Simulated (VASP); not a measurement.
Here is a VASP 6.6.1 calculation.

Contents of POSCAR:

```
TiO2
1.0
    4.5940000000      0.0000000000      0.0000000000
    0.0000000000      4.5940000000      0.0000000000
    0.0000000000      0.0000000000      2.9590000000
Ti O
2 4
Direct
    0.0000000000      0.0000000000      0.0000000000
    0.5000000000      0.5000000000      0.5000000000
    0.3048000000      0.3048000000      0.0000000000
    0.6952000000      0.6952000000      0.0000000000
    0.8048000000      0.1952000000      0.5000000000
    0.1952000000      0.8048000000      0.5000000000
```

File INCAR.step1:

```
PREC     = Accurate       # precision mode
ENCUT    = 520            # plane-wave cutoff, eV
ISMEAR   = 0              # smearing method
SIGMA    = 0.03           # smearing width, eV
LREAL    = F              # projectors in reciprocal space
LASPH    = T              # aspherical terms in the spheres
NELM     = 80             # most SCF steps
NBANDS   = 33             # bands
GGA      = PE             # functional
ALGO     = Normal         # electronic algorithm
EDIFF    = 1E-4           # SCF threshold, eV
LWAVE    = T              # write WAVECAR
LCHARG   = F              # write CHGCAR
```

Contents of INCAR.step2:

```
PREC     = Accurate       # precision mode
ENCUT    = 520            # plane-wave cutoff, eV
EDIFF    = 1E-7           # SCF threshold, eV
ISMEAR   = 0              # smearing method
SIGMA    = 0.03           # smearing width, eV
LREAL    = F              # projectors in reciprocal space
LASPH    = T              # aspherical terms in the spheres
NELM     = 80             # most SCF steps
ALGO     = Normal         # electronic algorithm
ISIF     = 2              # what is computed and relaxed
LWAVE    = F              # write WAVECAR
LCHARG   = T              # write CHGCAR
METAGGA  = R2SCAN         # meta-GGA
LMIXTAU  = T            
LELF     = T              # ELF
LVHAR    = T            
NBANDS   = 33             # bands
ISTART   = 1
```

Contents of KPOINTS:

```
Automatic mesh
0
Gamma
  6 6 6
```

Potentials or basis: VASP PAW PBE potentials, release 64 (Ti_sv, O).

Command:

```bash
$ cat potpaw_PBE.64/Ti_sv/POTCAR potpaw_PBE.64/O/POTCAR > POTCAR
$ cp INCAR.step1 INCAR
$ mpirun -np 1 vasp_std > vasp.out
$ cp INCAR.step2 INCAR
$ mpirun -np 1 vasp_std > vasp.out
```

Problem. Predict the band gap on the k mesh.

Solution. 2.23 eV, direct.

Problem. What does it give for the pressure?

Solution. 1.1 GPa.

Problem. Estimate the largest force.

Solution. 0.055 eV/Å.

Forces on the atoms (eV/Å):
```
Ti   0.000  0.000  0.000
Ti   0.000  0.000  0.000
O   -0.039 -0.039  0.000
O    0.039  0.039  0.000
O   -0.039  0.039  0.000
O    0.039 -0.039  0.000
```

Caveat: the PAW data sets were made with another functional, which shifts forces and pressure a little. r2SCAN opens gaps a little over a GGA but as a rule still falls short of measured ones.
